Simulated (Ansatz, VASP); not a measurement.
Two plane-wave programs on TiBMoC2

```
Ti B Mo C
1.0
     2.97724    0.00000    0.00000
    -1.48862    2.57836    0.00000
     0.00000    0.00000    6.67834
Ti B Mo C
1 1 1 2
Direct
  0.66667 0.33333 0.21010
  0.33333 0.66667 0.91642
  0.00000 0.00000 0.64051
  0.00000 0.00000 0.35396
  0.66667 0.33333 0.87900
```

Change from the starting cell: species swapped into the SrLiAlSb2 type (P3m1, No. 156).

Alike in both runs: task relaxation of cell and atoms; functional PBE; k mesh 12 × 12 × 6; occupations gaussian, width 0.1 eV; no spin polarisation.

|  | VASP | Ansatz |
| --- | --- | --- |
| version | VASP 6.6.1 | Ansatz 0.2.0 |
| potentials or method | VASP PAW PBE potentials, release 64 (Ti_sv, B, Mo_sv, C), cutoff 600 eV | scalar-relativistic, plane waves, PAW |
| valence electrons in the cell | 37 | 37 |

|  | VASP | Ansatz | Ansatz less VASP |
| --- | --- | --- | --- |
| gap on the k mesh at the Fermi level, each at its own relaxed structure (eV) | none | none | - |
| relaxed volume (Å³/atom) | 10.26 | 10.26 | +0.003 |
| relaxed cell length with the largest relative difference (Å) | 6.700 | 6.697 | -0.0026 |

A gap of «none» marks a metal or a gap that the smearing closes.
